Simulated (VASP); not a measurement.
# Bi2Te3 in VASP: single point with PBEsol

Aim: the single point of Bi2Te3 with PBEsol.

Program: VASP 6.6.1. These are calculated values, not measurements. Logs are shortened: lines on timing, memory, paths and dates and some standing lists are left out, and cuts for length are marked.

## Step 1: The cell of the first run

The cell holds a slab with vacuum, 15 atoms: a = 4.382 Å, b = 10.410 Å, c = 25.543 Å, α = 90.00°, β = 90.00°, γ = 102.15°.

## Step 2: Single point, PBEsol

File INCAR:

```
ALGO = Fast ; DIPOL = 0.5 0.5 0.500
EDIFF = 1E-7 ; ENCUT = 520
GGA = PS ; IDIPOL = 3
ISIF = 2 ; ISMEAR = 0
ISYM = 0 ; LASPH = True
LCHARG = True ; LDIPOL = True
LELF = True ; LREAL = Auto
LVACPOTAV = True ; LVHAR = True
LWAVE = False ; NBANDS = 85
NELM = 60 ; PREC = Accurate
SIGMA = 0.05
```

File KPOINTS:

```
k-points
0
Gamma
  8 4 1
```

File POSCAR:

```
Bi2Te3
1.0
    4.3823078122      0.0000000000      0.0000000000
   -2.1911539061     10.1769341333      0.0000000000
    0.0000000000      0.0000000000     25.5431599866
Bi Te
6 9
Direct
    0.1137206327      0.2274412654      0.2936206798
    0.9326359955      0.8652719909      0.4115251437
    0.6368989468      0.2737978936      0.4410477681
    0.4558143096      0.9116286191      0.5589522319
    0.1600772609      0.3201545218      0.5884748563
    0.9789926236      0.9579852473      0.7063793202
    0.8332333164      0.6664666327      0.3216209650
    0.5231783141      0.0463566282      0.3525729117
    0.2131233118      0.4262466236      0.3835248585
    0.3564116305      0.7128232609      0.4690480532
    0.0463566282      0.0927132564      0.5000000000
    0.7363016259      0.4726032518      0.5309519468
    0.8795899445      0.7591798891      0.6164751415
    0.5695349423      0.1390698845      0.6474270883
    0.2594799400      0.5189598800      0.6783790350
```

Potentials or basis: VASP PAW PBE potentials, release 64 (Bi_d, Te).

The run is started by

```console
$ cat potpaw_PBE.64/Bi_d/POTCAR potpaw_PBE.64/Te/POTCAR > POTCAR
$ mpirun -np 1 vasp_std > vasp.out
```

OUTCAR:

```text
EDIFF = 1E-7
   ENCUT = 520
   GGA = PS
   ISIF = 2
   ISMEAR = 0
   ISYM = 0
   LASPH = True
   LREAL = Auto
   NELM = 60
   PREC = Accurate

 ion  position               nearest neighbor table
   1  0.114  0.227  0.294-   9 3.06   8 3.23   8 3.23
   2  0.933  0.865  0.412-  10 3.06  10 3.06   7 3.06  11 3.23   8 3.23   8 3.23
   3  0.637  0.274  0.441-   9 3.06   9 3.06  12 3.06  11 3.23  11 3.23   8 3.23
   4  0.456  0.912  0.559-  13 3.06  13 3.06  10 3.06  11 3.23  11 3.23  14 3.23
   5  0.160  0.320  0.588-  12 3.06  12 3.06  15 3.06  11 3.23  14 3.23  14 3.23
   6  0.979  0.958  0.706-  13 3.06  14 3.23  14 3.23
   7  0.833  0.666  0.322-   2 3.06   9 3.64   9 3.64
   8  0.523  0.046  0.353-   1 3.23   1 3.23   3 3.23   2 3.23   2 3.23
   9  0.213  0.426  0.384-   3 3.06   3 3.06   1 3.06  10 3.64   7 3.64   7 3.64
  10  0.356  0.713  0.469-   2 3.06   2 3.06   4 3.06   9 3.64  12 3.64  12 3.64
  11  0.046  0.093  0.500-   5 3.23   3 3.23   3 3.23   2 3.23   4 3.23   4 3.23
  12  0.736  0.473  0.531-   5 3.06   5 3.06   3 3.06  13 3.64  10 3.64  10 3.64
  13  0.880  0.759  0.616-   4 3.06   4 3.06   6 3.06  12 3.64  15 3.64  15 3.64
  14  0.570  0.139  0.647-   6 3.23   6 3.23   4 3.23   5 3.23   5 3.23
  15  0.259  0.519  0.678-   5 3.06  13 3.64  13 3.64

IMPORTANT INFORMATION: All symmetrisations will be switched off!
NOSYMM: (Re-)initialisation of all symmetry stuff for point group C_1.

----------------------------------------------------------------------------------------

                                     Primitive cell

  volume of cell :    1139.1855

  direct lattice vectors                    reciprocal lattice vectors
     4.382307812  0.000000000  0.000000000     0.228190269  0.049130710  0.000000000
    -2.191153906 10.176934133  0.000000000     0.000000000  0.098261420  0.000000000
     0.000000000  0.000000000 25.543159987     0.000000000  0.000000000  0.039149424

  length of vectors
     4.382307812 10.410146195 25.543159987     0.233419420  0.098261420  0.039149424

  position of ions in fractional coordinates (direct lattice)
     0.113720633  0.227441265  0.293620680
     0.932635996  0.865271991  0.411525144
     0.636898947  0.273797894  0.441047768
     0.455814310  0.911628619  0.558952232
     0.160077261  0.320154522  0.588474856
     0.978992624  0.957985247  0.706379320
     0.833233316  0.666466633  0.321620965
     0.523178314  0.046356628  0.352572912
     0.213123312  0.426246624  0.383524859
     0.356411630  0.712823261  0.469048053
     0.046356628  0.092713256  0.500000000
     0.736301626  0.472603252  0.530951947
     0.879589944  0.759179889  0.616475141
     0.569534942  0.139069885  0.647427088
     0.259479940  0.518959880  0.678379035

  ion indices of the primitive-cell ions
   primitive index   ion index
                 1           1
                 2           2
                 3           3
                 4           4
                 5           5
                 6           6
                 7           7
                 8           8
                 9           9
                10          10
                11          11
                12          12
                13          13
                14          14
                15          15

----------------------------------------------------------------------------------------

 KPOINTS: k-points

Automatic generation of k-mesh.
 Grid dimensions read from file:
 generate k-points for:    8    4    1

 Generating k-lattice:

  Cartesian coordinates                     Fractional coordinates (reciprocal lattice)
     0.028523784  0.006141339  0.000000000     0.125000000  0.000000000  0.000000000
     0.000000000  0.024565355  0.000000000     0.000000000  0.250000000  0.000000000
     0.000000000  0.000000000  0.039149424     0.000000000  0.000000000  1.000000000

  Length of vectors
     0.029177428  0.024565355  0.039149424

  Shift w.r.t. Gamma in fractional coordinates (k-lattice)
     0.000000000  0.000000000  0.000000000

 -----------------------------------------------------------------------------
|                                                                             |
|           W    W    AA    RRRRR   N    N  II  N    N   GGGG   !!!           |
|           W    W   A  A   R    R  NN   N  II  NN   N  G    G  !!!           |
[... 20 lines left out ...]

 Found     18 irreducible k-points:

 Following reciprocal coordinates:
            Coordinates               Weight
  0.000000  0.000000  0.000000      1.000000
  0.125000  0.000000  0.000000      2.000000
  0.250000  0.000000  0.000000      2.000000
  0.375000  0.000000  0.000000      2.000000
  0.500000  0.000000  0.000000      1.000000
  0.000000  0.250000  0.000000      2.000000
[... 10 lines left out ...]
  0.375000  0.500000  0.000000      2.000000
  0.500000  0.500000  0.000000      1.000000
   k-points           NKPTS =     18   k-points in BZ     NKDIM =     18   number of bands    NBANDS=     85
   number of dos      NEDOS =    301   number of ions     NIONS =     15
   total plane-waves  NPLWV = 552960
   dimension x,y,z NGX =    36 NGY =   80 NGZ =  192
   dimension x,y,z NGXF=    72 NGYF=  160 NGZF=  384
   ions per type =               6   9
   NGX,Y,Z   is equivalent  to a cutoff of  13.66, 12.78, 12.50 a.u.
   NGXF,Y,Z  is equivalent  to a cutoff of  27.31, 25.55, 24.99 a.u.
 SYSTEM =  unknown system
   PREC   = accura    normal or accurate (medium, high low for compatibility)
   ISTART =      0    job   : 0-new  1-cont  2-samecut
   ICHARG =      2    charge: 1-file 2-atom 10-const
   ISPIN  =      1    spin polarized calculation?
   LNONCOLLINEAR =      F non collinear calculations
   LSORBIT =      F    spin-orbit coupling
   LASPH  =      T    aspherical Exc in radial PAW
   ENCUT  =  520.0 eV  38.22 Ry    6.18 a.u.   8.15 19.36 47.49*2*pi/ulx,y,z
   NELM   =     60;   NELMIN=  2; NELMDL= -5     # of ELM steps
   EDIFF  = 0.1E-06   stopping-criterion for ELM
   LREAL  =      T    real-space projection
   EDIFFG = 0.1E-05   stopping-criterion for IOM
   NSW    =      0    number of steps for IOM
   IBRION =     -1    ionic relax: 0-MD 1-quasi-New 2-CG
   NFREE  =      0    steps in history (QN), initial steepest desc. (CG)
   ISIF   =      2    stress and relaxation
   ISYM   =      0    0-nonsym 1-usesym 2-fastsym
   POTIM  = 0.5000    time-step for ionic-motion
   TEBEG  =    0.0;   TEEND  =   0.0 temperature during run
   PSTRESS=    0.0 pullay stress
   NELECT =     144.0000    total number of electrons
   NUPDOWN=      -1.0000    fix difference up-down
   EMIN   =  10.00;   EMAX   =-10.00  energy-range for DOS
   EFERMI =   0.00;   METHOD = LEGACY
   ISMEAR =     0;   SIGMA  =   0.05  broadening in eV -4-tet -1-fermi 0-gaus
   EFERMI_NEDOS =   21; number of points for ismear=-14 and -15
   IALGO  =     68    algorithm
   IMIX   =      4    mixing-type and parameters
     AMIX     =   0.40;   BMIX     =  1.00
     AMIX_MAG =   1.60;   BMIX_MAG =  1.00
  volume/ion in A,a.u.               =      75.95       512.51
  Fermi-wavevector in a.u.,A,eV,Ry     =   0.821607  1.552612  9.184452  0.675038
  Thomas-Fermi vector in A             =   1.932796
   LORBIT       =      0    0 simple, 1 ext, 2 COOP (PROOUT), +10 PAW based schemes
   GGA     = PS    functional components
   LHFCALC =     F    Hartree Fock is set to
   AEXX    =    0.0000 exact exchange contribution
   IVDW    =     0    specifies the selected vdW correction
   LEPSILON=     F    determine dielectric tensor
   LRPA    =     F    only Hartree local field effects (RPA)
 non-spin polarized calculation
 RMM-DIIS sequential band-by-band and
 Gauss-broadening in eV      SIGMA  =   0.05
  energy-cutoff  :      520.00
  volume of cell :     1139.19
 maximum number of plane-waves:     30733
 NGX is ok and might be reduce to    36
   NGX = 17   NGY = 39   NGZ = 95

 dipolmoment           0.000000      0.000000     -0.000000 electrons x Angstroem

 number of electron     144.0000006 magnetization

 dipolmoment           0.000000      0.000000      0.000003 electrons x Angstroem

 Free energy of the ion-electron system (eV)
  ---------------------------------------------------
  ext. energy  EPLUGINS =         0.00000000
  ---------------------------------------------------
  free energy    TOTEN  =       -55.83106915 eV

  energy without entropy =      -55.81933016  energy(sigma->0) =      -55.82519966

 E-fermi :   0.3298     XC(G=0):  -4.8472

 val. band max:        0.3145637534   @ k =   0.3750   0.0000   0.0000
 cond. band min:       0.3374786699   @ k =   0.0000   0.5000   0.0000
 fundamental gap:      0.0229149165
 Fermi energy:         0.3297843183

 k-point     1 :       0.0000    0.0000    0.0000
  band No.  band energies     occupation
      1     -23.0518      2.00000
      2     -23.0517      2.00000
      3     -23.0392      2.00000
      4     -23.0391      2.00000
      5     -23.0206      2.00000
      6     -23.0204      2.00000
[... 1555 lines left out ...]
     83       2.6800      0.00000
     84       2.8435      0.00000
 [bands above 84 left out]

------------------------ aborting loop because EDIFF is reached ----------------------------------------

  FORCE on cell =-STRESS in cart. coord.  units (eV):
  Direction    XX          YY          ZZ          XY          YZ          ZX
  --------------------------------------------------------------------------------------
  -------------------------------------------------------------------------------------
  Total       -8.8229677     -8.8217137     -8.2951075      0.0348045     -1.2486994     -0.0168331
  in kB      -12.4088291    -12.4070654    -11.6664342      0.0489499     -1.7562002     -0.0236744
  external PRESSURE =     -12.1607762 kB  Pullay stress =       0.0000000 kB

 VOLUME and BASIS-vectors are now :
 -----------------------------------------------------------------------------
  energy-cutoff  :      520.00
  volume of cell :     1139.19
      direct lattice vectors                 reciprocal lattice vectors
     4.382307812  0.000000000  0.000000000     0.228190269  0.049130710  0.000000000
    -2.191153906 10.176934133  0.000000000     0.000000000  0.098261420  0.000000000
     0.000000000  0.000000000 25.543159987     0.000000000  0.000000000  0.039149424

 POSITION                                       TOTAL-FORCE (eV/Angst)
 -----------------------------------------------------------------------------------
      0.00000      2.31465      7.50000         0.008365     -0.175399      1.469279
      2.19115      8.80582     10.51165        -0.009838     -0.732659     -0.682908
      2.19115      2.78642     11.26575        -0.001335     -0.285820     -0.000684
      0.00000      9.27758     14.27741         0.008907      0.288313     -0.014572
      0.00000      3.25819     15.03151        -0.012815      0.737622      0.683334
      2.19115      9.74935     18.04316         0.006869      0.168409     -1.461462
      2.19115      6.78259      8.21522         0.003244      0.149200      0.683409
      2.19115      0.47177      9.00583         0.000924      0.713611     -0.750313
     -0.00000      4.33788      9.79644        -0.005108      0.136961     -0.844096
      0.00000      7.25436     11.98097         0.001129     -0.232148      0.196472
      0.00000      0.94354     12.77158        -0.006113     -0.004926      0.000773
      2.19115      4.80965     13.56219        -0.000410      0.234309     -0.194015
      2.19115      7.72612     15.74672         0.001993     -0.134610      0.849981
      2.19115      1.41531     16.53733         0.001006     -0.709313      0.748616
      0.00000      5.28142     17.32794         0.003184     -0.153549     -0.683813
 -----------------------------------------------------------------------------------
    total drift:                               -0.018909     -0.006093     -0.012050

  FREE ENERGIE OF THE ION-ELECTRON SYSTEM (eV)
  ---------------------------------------------------
  free  energy   TOTEN  =       -55.8310691548 eV

  energy  without entropy=      -55.8193301600  energy(sigma->0) =      -55.82519966

 vacuum level on the upper side and lower side of the slab         4.581         4.581
```

Run time: 1.9 h. Hardware: 1 thread of Oxide Virtual Turin-like, shared host; peak memory 1.7 GiB.

Results:

| Item | Value |
| --- | --- |
| Free energy | -55.8311 eV |
| Largest force | 1.480 eV/Å |
| Band gap on the k mesh | zero (bands 72 and 73 overlap by 0.28 eV) |

Forces on the atoms (eV/Å):
```
Bi   0.008 -0.175  1.469
Bi  -0.010 -0.733 -0.683
Bi  -0.001 -0.286 -0.001
Bi   0.009  0.288 -0.015
Bi  -0.013  0.738  0.683
Bi   0.007  0.168 -1.461
Te   0.003  0.149  0.683
Te   0.001  0.714 -0.750
Te  -0.005  0.137 -0.844
Te   0.001 -0.232  0.196
Te  -0.006 -0.005  0.001
Te   0.000  0.234 -0.194
Te   0.002 -0.135  0.850
Te   0.001 -0.709  0.749
Te   0.003 -0.154 -0.684
```

Levels at points of the mesh, in eV from the Fermi level:
| k point | band 68 | band 69 | band 70 | band 71 | band 72 | band 73 | band 74 | band 75 | band 76 | band 77 |
| --- | --- | --- | --- | --- | --- | --- | --- | --- | --- | --- |
| (0.00, 0.00, 0.00) | -0.74 | -0.55 | -0.12 | -0.05 | -0.02 | 0.23 | 0.35 | 0.48 | 0.58 | 0.82 |
| (0.50, 0.00, 0.00) | -1.09 | -0.77 | -0.71 | -0.71 | -0.36 | -0.18 | 0.23 | 0.30 | 0.63 | 1.12 |
| (0.00, 0.50, 0.00) | -1.08 | -0.49 | -0.27 | -0.02 | 0.01 | 0.15 | 0.42 | 0.44 | 0.61 | 0.83 |
| (0.50, 0.50, 0.00) | -1.09 | -0.77 | -0.71 | -0.71 | -0.36 | -0.18 | 0.23 | 0.30 | 0.63 | 1.12 |

Caveat: the PAW data sets were made with another functional, which shifts forces and pressure a little; spin-orbit coupling is left out, which moves the levels of the heavy elements.

The gap in the log of VASP goes by the Fermi energy; the results here count the filled bands.